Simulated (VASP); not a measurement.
WC: single point with LDA

WC:

```
W C
1.0
     0.00000    2.14792    2.14792
     2.14792    0.00000    2.14792
     2.14792    2.14792    0.00000
W C
1 1
Direct
  0.00000 0.00000 0.00000
  0.50000 0.50000 0.50000
```

This cell differs from its parent crystal: volume scaled by 0.94.

* Program: VASP 6.6.1
* Task: single point
* Functional: LDA
* Potentials or basis: VASP PAW LDA potentials, release 64 (W_sv, C)
* Cutoff: 520 eV
* k mesh: 10 × 10 × 10
* Occupations: fermi-dirac, width 0.05 eV
* Spin: no spin polarisation
* Dipole correction: no
* Further INCAR settings: ALGO = Normal; EDIFF = 1e-06; NBANDS = 16

```json
{
 "Pressure": "10.2 GPa",
 "Band gap on the k mesh": "zero (band 9 reaches 14.42 eV, above the bottom of band 10 at 10.94 eV)"
}
```

Levels at points of the mesh, in eV from the Fermi level:
```
           k point  band 7  band 8  band 9  band 10  band 11  band 12
(0.00, 0.00, 0.00)   -3.04   -3.04   -1.20    -1.20    -1.20    -1.08
(0.50, 0.00, 0.00)   -7.06   -7.06    1.11     1.11     2.53     5.08
(0.50, 0.50, 0.00)   -5.67   -2.58   -2.58     0.91     2.46     2.46
```

It took 8.1 s on 1 thread of Intel(R) Xeon(R) Platinum 8259CL CPU @ 2.50GHz (Skylake/Cascade Lake) (shared host), peak memory 0.13 GiB.

Caveat: spin-orbit coupling is left out, which moves the levels of the heavy elements.
